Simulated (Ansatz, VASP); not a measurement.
# C in VASP and in Ansatz

```
C
1.0
     0.02825    1.76751    1.76751
     1.76751    0.02825    1.76751
     1.76751    1.76751    0.02825
C
2
Direct
  0.00024 0.00024 0.00024
  0.24976 0.24976 0.24976
```

Change from the starting cell: strained cell.

Alike in both runs: functional LDA; k mesh 9 × 9 × 9; occupations gaussian, width 0.02 eV; no spin polarisation.

Ansatz relaxed the structure, and its values are those at the end. VASP's run is a single point on that final structure, the one shown.

|  | VASP | Ansatz |
| --- | --- | --- |
| version | VASP 6.6.1 | Ansatz 0.2.0 |
| potentials or method | VASP PAW LDA potentials, release 64 (C), cutoff 600 eV | scalar-relativistic, plane waves, PAW |
| valence electrons in the cell | 8 | 8 |

VASP gave:

```
gap on the k mesh at the Fermi level (eV) : 4.19
least direct gap on the mesh (eV)         : 5.15
pressure (GPa)                            : 11.6
rms of the force components (eV/Å)        : 0.005
```

Q: Estimate Ansatz's values.

A: gap on the k mesh at the Fermi level (eV): 4.20; least direct gap on the mesh (eV): 5.15; pressure (GPa): 10.6; rms of the force components (eV/Å): 0.000.

Ansatz warns that its potentials were made for another functional, while VASP's fit it. LDA's correlation is that of Perdew and Zunger in VASP and of Perdew and Wang (1992) in Ansatz. Ansatz's warnings: stress scf threshold loose.
